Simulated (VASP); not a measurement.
Runs of VASP 6.6.1 on Ge. The structure is that of space group I4_1/amd (No. 141), or close to it. The cells are those of the table. 

```csv
cell,k mesh,gap on the mesh (eV),pressure (GPa),largest force (eV/Å)
"a = 3.880, b = 3.880, c = 3.896 Å, angles 97.5, 97.5, 137.4°, 2 atoms",14 × 14 × 10,none,2.9,-
"a = 3.933, b = 3.933, c = 3.949 Å, angles 97.5, 97.5, 137.4°, 2 atoms",20 × 20 × 14,none,(a),-
"a = 3.769, b = 3.769, c = 3.785 Å, angles 97.5, 97.5, 137.4°, 2 atoms",14 × 14 × 10,none,11.5,0.01
"a = 3.826, b = 3.826, c = 3.841 Å, angles 97.5, 97.5, 137.4°, 2 atoms",14 × 14 × 10,none,6.9,0.01
```

Alike in all rows: task single point; level PBE; potentials or basis VASP PAW PBE potentials, release 64 (Ge_d); no spin polarisation; cutoff (eV) 520; smearing fermi-dirac 0.1 eV.

Problem. Estimate the missing entries.

Solution. (a) 0.0.

Caveats: the cell stands under pressure (at least some runs).

A k mesh can miss the band edges, and the runs leave out spin-orbit coupling on Ge.

A gap of «none» marks levels without a gap at the run's occupations.
